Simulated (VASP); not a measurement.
A run of VASP 6.6.1 is set up as follows.

The input POSCAR:

```
Nb
1.0
   -1.6639500000      1.6639500000      1.6639500000
    1.6639500000     -1.6639500000      1.6639500000
    1.6639500000      1.6639500000     -1.6639500000
Nb
1
Direct
    0.0000000000      0.0000000000      0.0000000000
```

INCAR.step1

```
  PREC = Accurate
  ENCUT = 550
  ISMEAR = 0
  SIGMA = 0.1
  LREAL = F
  LASPH = T
  NELM = 120
  NBANDS = 12
  GGA = PE
  ALGO = Normal
  EDIFF = 1E-5
  LWAVE = T
  LCHARG = F
  GGA_COMPAT = F
```

The input INCAR.step2:

```
  PREC = Accurate
  ENCUT = 550
  EDIFF = 1E-6
  ISMEAR = 0
  SIGMA = 0.1
  LREAL = F
  LASPH = T
  NELM = 120
  ALGO = Normal
  ISIF = 2
  LWAVE = F
  LCHARG = F
  METAGGA = R2SCAN
  LMIXTAU = T
  NBANDS = 12
  ISTART = 1
  GGA_COMPAT = F
```

Contents of KPOINTS:

```
regular mesh
0
Gamma
  8 8 8
```

Potentials or basis: VASP PAW PBE potentials, release 64 (Nb_sv).

Run with:

```bash
$ cat potpaw_PBE.64/Nb_sv/POTCAR > POTCAR
$ cp INCAR.step1 INCAR
$ mpirun -np 1 vasp_std > vasp.out
$ cp INCAR.step2 INCAR
$ mpirun -np 1 vasp_std > vasp.out
```

(1) Predict the band gap on the k mesh.

(2) Predict the pressure.

## Answers

(1) zero (an odd number of electrons rules out a gap without spin polarisation).

(2) -3.8 GPa.

Caveat: the cell stands under tension; the PAW data sets were made with another functional, which shifts forces and pressure a little.
